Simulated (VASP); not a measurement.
# WC (Cmmm) in VASP: settings compared

WC is run at these levels: PBE+D4, PBE; tasks: single point.

Everything below comes from runs of VASP 6.6.1. Logs are shortened: lines on timing, memory, paths and dates and some standing lists are left out, and cuts for length are marked.

### 1 The cell of the first run

The structure is orthorhombic, space group Cmmm (No. 65). Conventional cell: a = 2.945 Å, b = 5.153 Å, c = 3.007 Å, α = 90.00°, β = 90.00°, γ = 90.00°. Within 2.8 Å of W (site symmetry mmm) lie 4 C at 2.10 Å. Within 2.8 Å of C (site symmetry mmm) lie 4 W at 2.10 Å.

### 2 Single point, PBE+D4

File INCAR:

```
PREC     = Accurate       # precision mode
ENCUT    = 520            # plane-wave cutoff, eV
EDIFF    = 1E-6           # SCF threshold, eV
ISMEAR   = -1             # smearing method
SIGMA    = 0.05           # smearing width, eV
LREAL    = F              # projectors in reciprocal space
LASPH    = T              # aspherical terms in the spheres
NELM     = 100            # most SCF steps
ALGO     = Normal         # electronic algorithm
ISIF     = 2              # what is computed and relaxed
LWAVE    = F              # write WAVECAR
LCHARG   = F              # write CHGCAR
GGA      = PE             # functional
IVDW     = 13             # dispersion correction
NBANDS   = 16             # bands
```

File KPOINTS:

```
Automatic mesh
0
Gamma
  10 10 6
```

File POSCAR:

```
WC
1.0
    1.4722794203     -2.5764523069      0.0000000000
    1.4722794203      2.5764523069      0.0000000000
    0.0000000000      0.0000000000      3.0066192089
W C
1 1
Direct
    0.5000000000      0.5000000000      0.5000000000
    0.0000000000      0.0000000000      0.0000000000
```

Potentials or basis: VASP PAW PBE potentials, release 64 (W_sv, C).

Launch:

```
cat potpaw_PBE.64/W_sv/POTCAR potpaw_PBE.64/C/POTCAR > POTCAR
mpirun -np 1 vasp_std > vasp.out
```

OUTCAR:

```text
PREC = Accurate
   ENCUT = 520
   EDIFF = 1E-6
   ISMEAR = -1
   LREAL = F
   LASPH = T
   NELM = 100
   ISIF = 2
   GGA = PE
   IVDW = 13

 ion  position               nearest neighbor table
   1  0.500  0.500  0.500-   2 2.10   2 2.10   2 2.10   2 2.10
   2  0.000  0.000  0.000-   1 2.10   1 2.10   1 2.10   1 2.10

  LATTYP: Found a base centered orthorhombic cell.
 ALAT       =     2.9445588406
 B/A-ratio  =     1.7499750872
 C/A-ratio  =     1.0210762874

  Lattice vectors:

 A1 = (   1.4722794203,  -2.5764523069,   0.0000000000)
 A2 = (   1.4722794203,   2.5764523069,   0.0000000000)
 A3 = (   0.0000000000,   0.0000000000,   3.0066192089)

Analysis of symmetry for initial positions (statically):
=====================================================================
 Subroutine PRICEL returns:
 Original cell was already a primitive cell.

 Routine SETGRP: Setting up the symmetry group for a
 base centered orthorhombic supercell.

 Subroutine GETGRP returns: Found  8 space group operations
 (whereof  8 operations were pure point group operations)
 out of a pool of  8 trial point group operations.

The static configuration has the point symmetry D_2h.

Analysis of symmetry for dynamics (positions and initial velocities):
=====================================================================
 Subroutine PRICEL returns:
 Original cell was already a primitive cell.

 Routine SETGRP: Setting up the symmetry group for a
 base centered orthorhombic supercell.

 Subroutine GETGRP returns: Found  8 space group operations
 (whereof  8 operations were pure point group operations)
 out of a pool of  8 trial point group operations.

The dynamic configuration has the point symmetry D_2h.

 Subroutine INISYM returns: Found  8 space group operations
 (whereof  8 operations are pure point group operations),
 and found     1 'primitive' translations

----------------------------------------------------------------------------------------

                                     Primitive cell

  volume of cell :      22.8098

  direct lattice vectors                    reciprocal lattice vectors
     1.472279420 -2.576452307  0.000000000     0.339609447 -0.194065304  0.000000000
     1.472279420  2.576452307  0.000000000     0.339609447  0.194065304  0.000000000
     0.000000000  0.000000000  3.006619209     0.000000000  0.000000000  0.332599485

  length of vectors
     2.967442195  2.967442195  3.006619209     0.391146927  0.391146927  0.332599485

  position of ions in fractional coordinates (direct lattice)
     0.500000000  0.500000000  0.500000000
     0.000000000  0.000000000  0.000000000

  ion indices of the primitive-cell ions
   primitive index   ion index
                 1           1
                 2           2

----------------------------------------------------------------------------------------

 KPOINTS: Automatic mesh

Automatic generation of k-mesh.
 Grid dimensions read from file:
 generate k-points for:   10   10    6

 Generating k-lattice:

  Cartesian coordinates                     Fractional coordinates (reciprocal lattice)
     0.033960945 -0.019406530  0.000000000     0.100000000  0.000000000  0.000000000
     0.033960945  0.019406530  0.000000000     0.000000000  0.100000000  0.000000000
     0.000000000  0.000000000  0.055433247     0.000000000  0.000000000  0.166666667

  Length of vectors
     0.039114693  0.039114693  0.055433247

  Shift w.r.t. Gamma in fractional coordinates (k-lattice)
     0.000000000  0.000000000  0.000000000

 Subroutine IBZKPT returns following result:
 ===========================================

 Found    124 irreducible k-points:

 Following reciprocal coordinates:
            Coordinates               Weight
  0.000000  0.000000  0.000000      1.000000
  0.100000  0.000000  0.000000      4.000000
  0.200000  0.000000  0.000000      4.000000
  0.300000  0.000000  0.000000      4.000000
  0.400000  0.000000  0.000000      4.000000
  0.500000  0.000000  0.000000      2.000000
[... 16 lines left out ...]
  0.300000  0.300000  0.000000      2.000000
  0.400000  0.300000  0.000000      4.000000
 [... further k-points ...]
   k-points           NKPTS =    124   k-points in BZ     NKDIM =    124   number of bands    NBANDS=     16
   number of dos      NEDOS =    301   number of ions     NIONS =      2
   total plane-waves  NPLWV =  13824
   dimension x,y,z NGX =    24 NGY =   24 NGZ =   24
   dimension x,y,z NGXF=    48 NGYF=   48 NGZF=   48
   ions per type =               1   1
   NGX,Y,Z   is equivalent  to a cutoff of  13.45, 13.45, 13.27 a.u.
   NGXF,Y,Z  is equivalent  to a cutoff of  26.89, 26.89, 26.54 a.u.
 SYSTEM =  unknown system
   PREC   = accura    normal or accurate (medium, high low for compatibility)
   ISTART =      0    job   : 0-new  1-cont  2-samecut
   ICHARG =      2    charge: 1-file 2-atom 10-const
   ISPIN  =      1    spin polarized calculation?
   LNONCOLLINEAR =      F non collinear calculations
   LSORBIT =      F    spin-orbit coupling
   LASPH  =      T    aspherical Exc in radial PAW
   ENCUT  =  520.0 eV  38.22 Ry    6.18 a.u.   5.52  5.52  5.59*2*pi/ulx,y,z
   NELM   =    100;   NELMIN=  2; NELMDL= -5     # of ELM steps
   EDIFF  = 0.1E-05   stopping-criterion for ELM
   LREAL  =      F    real-space projection
   EDIFFG = 0.1E-04   stopping-criterion for IOM
   NSW    =      0    number of steps for IOM
   IBRION =     -1    ionic relax: 0-MD 1-quasi-New 2-CG
   NFREE  =      0    steps in history (QN), initial steepest desc. (CG)
   ISIF   =      2    stress and relaxation
   ISYM   =      2    0-nonsym 1-usesym 2-fastsym
   POTIM  = 0.5000    time-step for ionic-motion
   TEBEG  =    0.0;   TEEND  =   0.0 temperature during run
   PSTRESS=    0.0 pullay stress
   NELECT =      18.0000    total number of electrons
   NUPDOWN=      -1.0000    fix difference up-down
   EMIN   =  10.00;   EMAX   =-10.00  energy-range for DOS
   EFERMI =   0.00;   METHOD = LEGACY
   ISMEAR =    -1;   SIGMA  =   0.05  broadening in eV -4-tet -1-fermi 0-gaus
   EFERMI_NEDOS =   21; number of points for ismear=-14 and -15
   IALGO  =     38    algorithm
   IMIX   =      4    mixing-type and parameters
     AMIX     =   0.40;   BMIX     =  1.00
     AMIX_MAG =   1.60;   BMIX_MAG =  1.00
  volume/ion in A,a.u.               =      11.40        76.96
  Fermi-wavevector in a.u.,A,eV,Ry     =   1.512837  2.858847 31.139316  2.288675
  Thomas-Fermi vector in A             =   2.622708
   LORBIT       =      0    0 simple, 1 ext, 2 COOP (PROOUT), +10 PAW based schemes
   GGA     = PE    functional components
   LHFCALC =     F    Hartree Fock is set to
   AEXX    =    0.0000 exact exchange contribution
   IVDW    =    13    specifies the selected vdW correction
   LEPSILON=     F    determine dielectric tensor
   LRPA    =     F    only Hartree local field effects (RPA)
 non-spin polarized calculation
  energy-cutoff  :      520.00
  volume of cell :       22.81
 maximum number of plane-waves:       635
 NGX is ok and might be reduce to    24
   NGX = 11   NGY = 11   NGZ = 11

 number of electron      18.0000002 magnetization

 Free energy of the ion-electron system (eV)
  ---------------------------------------------------
  ext. energy  EPLUGINS =         0.00000000
  ---------------------------------------------------
  free energy    TOTEN  =       -20.64455462 eV

  energy without entropy =      -20.63409445  energy(sigma->0) =      -20.63932454

 E-fermi :  10.5039     XC(G=0): -13.2253

 val. band max:       10.4526070324   @ k =   0.1000   0.1000   0.0000
 cond. band min:      10.5089891143   @ k =  -0.3000   0.3000   0.1667
 fundamental gap:      0.0563820819
 Fermi energy:        10.5038985333

 k-point     1 :       0.0000    0.0000    0.0000
  band No.  band energies     occupation
      1     -64.0489      2.00000
      2     -28.2344      2.00000
      3     -28.0767      2.00000
      4     -27.8652      2.00000
      5      -4.1773      2.00000
      6       5.6893      2.00000
[... 8 lines left out ...]
     15      25.0195      0.00000
     16      26.7210      0.00000

 k-point     2 :       0.1000    0.0000    0.0000
  band No.  band energies     occupation
      1     -64.0444      2.00000
      2     -28.2242      2.00000
      3     -28.1378      2.00000
      4     -27.8885      2.00000
      5      -3.9130      2.00000
      6       5.7827      2.00000
[... 8 lines left out ...]
     15      24.3319      0.00000
     16      26.8079      0.00000

 k-point     3 :       0.2000    0.0000    0.0000
  band No.  band energies     occupation
      1     -64.0329      2.00000
      2     -28.3040      2.00000
      3     -28.1974      2.00000
      4     -27.9397      2.00000
      5      -3.1615      2.00000
      6       5.7680      2.00000
[... 8 lines left out ...]
     15      22.6288      0.00000
     16      26.6052      0.00000

 k-point     4 :       0.3000    0.0000    0.0000
  band No.  band energies     occupation
      1     -64.0185      2.00000
      2     -28.5106      2.00000
      3     -28.1641      2.00000
      4     -27.9952      2.00000
      5      -2.0299      2.00000
      6       4.6679      2.00000
[... 8 lines left out ...]
     15      22.0577      0.00000
     16      25.7696      0.00000
[... 324 lines left out ...]
 k-point    22 :      -0.2000    0.2000    0.0000
  band No.  band energies     occupation
      1     -64.0344      2.00000
      2     -28.2082      2.00000
      3     -28.1260      2.00000
      4     -28.0820      2.00000
      5      -3.5337      2.00000
      6       6.1880      2.00000
[... 8 lines left out ...]
     15      22.9980      0.00000
     16      27.5537      0.00000

 k-point    23 :       0.3000    0.3000    0.0000
  band No.  band energies     occupation
      1     -63.9984      2.00000
      2     -28.6465      2.00000
      3     -28.2222      2.00000
      4     -28.1215      2.00000
      5       0.2211      2.00000
      6       2.8796      2.00000
[... 8 lines left out ...]
     15      22.6484      0.00000
     16      23.7396      0.00000

 k-point    24 :       0.4000    0.3000    0.0000
  band No.  band energies     occupation
      1     -63.9995      2.00000
      2     -28.5456      2.00000
      3     -28.2998      2.00000
      4     -28.1294      2.00000
      5      -0.5860      2.00000
      6       3.9308      2.00000
[... 8 lines left out ...]
     15      22.7052      0.00000
     16      24.9128      0.00000

 [... further k-points ...]

------------------------ aborting loop because EDIFF is reached ----------------------------------------

  DFT-D4 for vdW energy calculation

  Edisp (eV):   -0.89709

  FORCE on cell =-STRESS in cart. coord.  units (eV):
  Direction    XX          YY          ZZ          XY          YZ          ZX
  --------------------------------------------------------------------------------------
  -------------------------------------------------------------------------------------
  Total       0.12560     0.05047     0.12094    -0.00000     0.00000     0.00000
  in kB       8.82226     3.54519     8.49476    -0.00000     0.00000     0.00000
  external pressure =        6.95 kB  Pullay stress =        0.00 kB

 VOLUME and BASIS-vectors are now :
 -----------------------------------------------------------------------------
  energy-cutoff  :      520.00
  volume of cell :       22.81
      direct lattice vectors                 reciprocal lattice vectors
     1.472279420 -2.576452307  0.000000000     0.339609447 -0.194065304  0.000000000
     1.472279420  2.576452307  0.000000000     0.339609447  0.194065304  0.000000000
     0.000000000  0.000000000  3.006619209     0.000000000  0.000000000  0.332599485

 POSITION                                       TOTAL-FORCE (eV/Angst)
 -----------------------------------------------------------------------------------
      1.47228      0.00000      1.50331         0.000000      0.000000      0.000000
      0.00000      0.00000      0.00000        -0.000000      0.000000      0.000000
 -----------------------------------------------------------------------------------
    total drift:                                0.000000     -0.000000     -0.000000

  FREE ENERGIE OF THE ION-ELECTRON SYSTEM (eV)
  ---------------------------------------------------
  free  energy   TOTEN  =       -21.5416424252 eV

  energy  without entropy=      -21.5311822593  energy(sigma->0) =      -21.53641234
```

It took 26 s on 1 thread of AMD EPYC 7R13 (Zen 3), shared host; peak memory 0.14 GiB.

What came out:

| Property | Result |
| --- | --- |
| Free energy | -21.5416 eV |
| Pressure | 0.7 GPa |
| Band gap on the k mesh | zero (band 9 reaches 12.92 eV, above the bottom of band 10 at 9.72 eV) |
| Dispersion energy per atom | -0.449 eV |

Stress tensor (GPa, compression positive):
```
0.88 0.00 0.00
0.00 0.35 0.00
0.00 0.00 0.85
```

Caveat: spin-orbit coupling is left out, which moves the levels of the heavy elements; pairwise dispersion overbinds metals, which lowers pressure and volume.

### 3 Single point, PBE

This run uses another cell than the first one, of 14.97 Å³/atom, 1.313 times its volume.

File INCAR:

```
SYSTEM = WC
ALGO = Normal
EDIFF = 1E-7
ENCUT = 520
GGA = PE
ISIF = 2
ISMEAR = 0
LASPH = .TRUE.
LCHARG = .TRUE.
LELF = .TRUE.
LREAL = .FALSE.
LVHAR = .TRUE.
LWAVE = .FALSE.
NBANDS = 16
NELM = 60
PREC = Accurate
SIGMA = 0.025
```

File KPOINTS:

```
k-points
0
G
  10 10 6
  0 0 0
```

File POSCAR:

```
WC
1.0
    1.6403461100     -2.1180379000      0.0000000000
    1.6403461100      2.1180379000      0.0000000000
    0.0000000000      0.0000000000      4.3094211000
W C
1 1
Direct
    0.5000000000      0.5000000000      0.5000000000
    0.0000000000      0.0000000000      0.0000000000
```

Potentials or basis: VASP PAW PBE potentials, release 64 (W_sv, C).

Launch:

```
cat potpaw_PBE.64/W_sv/POTCAR potpaw_PBE.64/C/POTCAR > POTCAR
mpirun -np 1 vasp_std > vasp.out
```

Run time: 27 s. Hardware: 1 thread of AMD EPYC 7R13 (Zen 3), shared host; peak memory 0.15 GiB.

Results (log left out):

| Quantity | Value |
| --- | --- |
| Free energy | -16.7001 eV |
| Pressure | -31.9 GPa |
| Band gap on the k mesh | zero (band 9 reaches 8.95 eV, above the bottom of band 10 at 4.87 eV) |

Stress tensor (GPa, compression positive):
```
-34.96   0.00   0.00
  0.00  -1.94   0.00
  0.00   0.00 -58.74
```

Levels at points of the mesh, in eV from the Fermi level:
```csv
k point,band 6,band 7,band 8,band 9,band 10,band 11,band 12,band 13
"(0.00, 0.00, 0.00)",-5.60,-3.41,-3.21,1.81,2.06,2.09,2.65,2.71
"(0.50, 0.00, 0.00)",-5.84,-4.81,-3.70,1.85,1.87,2.58,3.50,4.33
"(0.50, 0.50, 0.00)",-3.74,-3.31,-2.62,-0.90,-0.75,-0.20,0.99,6.06
"(0.00, 0.00, 0.50)",-7.95,-3.38,-2.68,0.20,2.03,2.59,3.66,4.40
"(0.50, 0.00, 0.50)",-4.49,-3.94,-2.49,-0.68,0.21,2.21,2.35,2.61
"(0.50, 0.50, 0.50)",-5.69,-5.02,-2.88,0.21,1.07,2.64,3.62,4.15
```

Caveat: spin-orbit coupling is left out, which moves the levels of the heavy elements.

[end of part 1 of 2]
